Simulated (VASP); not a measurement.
A run of VASP 6.6.1:

File POSCAR:

```
NbP
1.0
   11.0467461787      0.0000000000      0.0000000000
    0.0000000000      3.3665421775      0.0000000000
    0.0000000000      0.0000000000      3.3665477956
Nb P
4 4
Direct
    0.8372067693      0.2500000000      0.2500001296
    0.1627932307      0.7500000000      0.7499998704
    0.6627932307      0.7500000000      0.7500001296
    0.3372067693      0.2500000000      0.2499998704
    0.5853125190      0.2500000000      0.2500004321
    0.4146874810      0.7500000000      0.7499995679
    0.9146874810      0.7500000000     -0.2499995679
    0.0853125190      0.2500000000      1.2499995679
```

INCAR.step1

```
ALGO = Normal
EDIFF = 1E-4
ENCUT = 520
GGA = PE
ISMEAR = -1
LASPH = True
LCHARG = False
LREAL = False
LWAVE = True
NBANDS = 46
NELM = 100
PREC = Accurate
SIGMA = 0.03
```

File INCAR.step2:

```
ALGO = Normal
BPARAM = 11.95
CPARAM = 0.0093
EDIFF = 1E-6
ENCUT = 520
ISIF = 2
ISMEAR = -1
ISTART = 1
IVDW_NL = 2
LASPH = True
LCHARG = True
LELF = True
LMIXTAU = True
LREAL = False
LUSE_VDW = True
LVHAR = True
LWAVE = False
METAGGA = R2SCAN
NBANDS = 46
NELM = 100
PREC = Accurate
SIGMA = 0.03
```

Contents of KPOINTS:

```
k-points
0
Gamma
  2 8 8
```

Potentials or basis: VASP PAW PBE potentials, release 64 (Nb_sv, P).

Run with:

```sh
$ cat potpaw_PBE.64/Nb_sv/POTCAR potpaw_PBE.64/P/POTCAR > POTCAR
$ cp INCAR.step1 INCAR
$ mpirun -np 1 vasp_std > vasp.out
$ cp INCAR.step2 INCAR
$ mpirun -np 1 vasp_std > vasp.out
```

Hardware: 1 thread of AMD EPYC 7R13 Processor (Zen 3) (shared host).

Task: How long does it take, and how much memory?

Result: Wall time 10 min on 1 thread of AMD EPYC 7R13 Processor (Zen 3), on a shared host, peak memory 0.55 GiB. Counts: k points 30.
